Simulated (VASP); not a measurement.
Wanted: the native input for a VASP 6.6.1 run.

* Task: density of states
* Functional: LDA
* Potentials or basis: VASP PAW LDA potentials, release 64 (Ag)
* Cutoff: 520 eV
* k mesh: 18 × 18 × 18
* Occupations: gaussian, width 0.05 eV
* Spin: no spin polarisation
* Dipole correction: no
* k mesh for the DOS: 27 × 27 × 27
* Occupations for the DOS: tetrahedron
* Further INCAR settings: ALGO = Normal; EDIFF = 1e-06

Crystal: Ag.

```
CELL_PARAMETERS angstrom
0.00000 2.00050 2.00050
2.00050 0.00000 2.00050
2.00050 2.00050 0.00000
ATOMIC_POSITIONS crystal
Ag 0.00000 0.00000 0.00000
```

These files were run (other wordings do the same):

POSCAR

```
Ag
1.0
    0.0000000000      2.0004975002      2.0004975002
    2.0004975002      0.0000000000      2.0004975002
    2.0004975002      2.0004975002      0.0000000000
Ag
1
Direct
    0.0000000000      0.0000000000      0.0000000000
```

INCAR.step1

```
PREC = Accurate
ENCUT = 520
EDIFF = 1E-6
ISMEAR = 0
SIGMA = 0.05
LREAL = F
LASPH = T
NELM = 60
ALGO = Normal
ISIF = 2
LWAVE = F
LCHARG = T
LMAXMIX = 4
GGA = CA
NBANDS = 12
```

KPOINTS.step1

```
Automatic mesh
0
Gamma
  18 18 18
```

INCAR.step2

```
PREC = Accurate
ENCUT = 520
EDIFF = 1E-6
ISMEAR = -5
SIGMA = 0.05
LREAL = F
LASPH = T
NELM = 60
ALGO = Normal
ISIF = 2
LWAVE = F
LCHARG = F
LMAXMIX = 4
GGA = CA
LORBIT = 11
NEDOS = 2001
ICHARG = 11
```

KPOINTS.step2

```
Automatic mesh
0
Gamma
  27 27 27
```

Potentials or basis: VASP PAW LDA potentials, release 64 (Ag).

The run is started by

```bash
$ cat potpaw_LDA.64/Ag/POTCAR > POTCAR
$ cp INCAR.step1 INCAR
$ cp KPOINTS.step1 KPOINTS
$ mpirun -np 1 vasp_std > vasp.out
$ cp INCAR.step2 INCAR
$ cp KPOINTS.step2 KPOINTS
$ mpirun -np 1 vasp_std > vasp.out
```

Results of the run:

```
Valence electrons inside the program's atomic spheres : Ag 9.94
```

Run time: 39 s on 1 thread of Intel(R) Xeon(R) Platinum 8488C (Sapphire Rapids), with other jobs on the host, peak memory 0.2 GiB.
